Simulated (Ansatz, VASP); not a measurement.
# CdS: VASP beside Ansatz

```
CELL_PARAMETERS angstrom
4.13480 0.04652 0.00000
-2.02712 3.55758 0.00000
0.00000 0.00000 6.74900
ATOMIC_POSITIONS crystal
Cd 0.33333 0.66667 0.00000
Cd 0.66667 0.33333 0.50000
S 0.33333 0.66667 0.38500
S 0.66667 0.33333 0.88500
```

Change from the starting cell: strain +0.0225 x Voigt [0, 0, 0, 0, 0, 1], atoms carried along.

Alike in both runs: task single point; functional PBE; k mesh 12 × 12 × 4; occupations gaussian, width 0.05 eV; no spin polarisation.

|  | VASP | Ansatz |
| --- | --- | --- |
| version | VASP 6.6.1 | Ansatz 0.2.0 |
| potentials or method | VASP PAW PBE potentials, release 64 (Cd, S), cutoff 520 eV | scalar-relativistic, plane waves, PAW |
| valence electrons in the cell | 36 | 52 |

|  | VASP | Ansatz | Ansatz less VASP |
| --- | --- | --- | --- |
| gap on the k mesh at the Fermi level (eV) | 1.19 | 1.19 | -0.003 |
| least direct gap on the mesh (eV) | 1.19 | 1.19 | -0.003 |
| pressure (GPa) | 2.9 | 2.6 | -0.35 |
| traceless stress, the component that is largest in VASP (GPa) | -1.57 | -1.51 | +0.055 |
| rms of the force components (eV/Å) | 0.184 | 0.179 | -0.0058 |

Atom by atom the forces differ by 0.006 eV/Å (rms over components). With one functional, cell and mesh, what is left measures potentials, basis and numerics. VASP's potentials hold 36 valence electrons a cell and Ansatz's 52, so a difference there can come from the potentials and not from the codes.
